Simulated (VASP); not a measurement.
Crystal: NaH.

```
CELL_PARAMETERS angstrom
3.31916 0.00000 0.00000
-1.65958 2.87448 0.00000
0.00000 0.00000 5.83095
ATOMIC_POSITIONS crystal
Na 0.00000 0.00000 0.00000
Na 0.00000 0.00000 0.50000
H 0.33333 0.66667 0.25000
H 0.66667 0.33333 0.75000
```

Base run:

```yaml
Program: VASP 6.6.1
Functional: PBE
Potentials_or_basis: VASP PAW PBE potentials, release 64 (Na_pv, H)
Cutoff: 520 eV
k_mesh: 6 × 6 × 4
Occupations: gaussian, width 0.01 eV
Spin: no spin polarisation
```

Its results: band gap on the k mesh 3.45 eV (least direct gap 4.51 eV); pressure 0.6 GPa.

Question: The run is repeated on the same cell with these changes: functional from PBE to HSE06; further incar settings from ALGO = Normal; EDIFF = 1e-06; NBANDS = 16 to ALGO = Normal; EDIFF = 1e-07; NBANDS = 16. What comes out?

Answer: Band gap on the k mesh 4.49 eV (least direct gap 5.57 eV); pressure 0.2 GPa.

Caveats: the PAW data sets were made with another functional, which shifts forces and pressure a little (at least some runs).

A k mesh can miss the band edges.
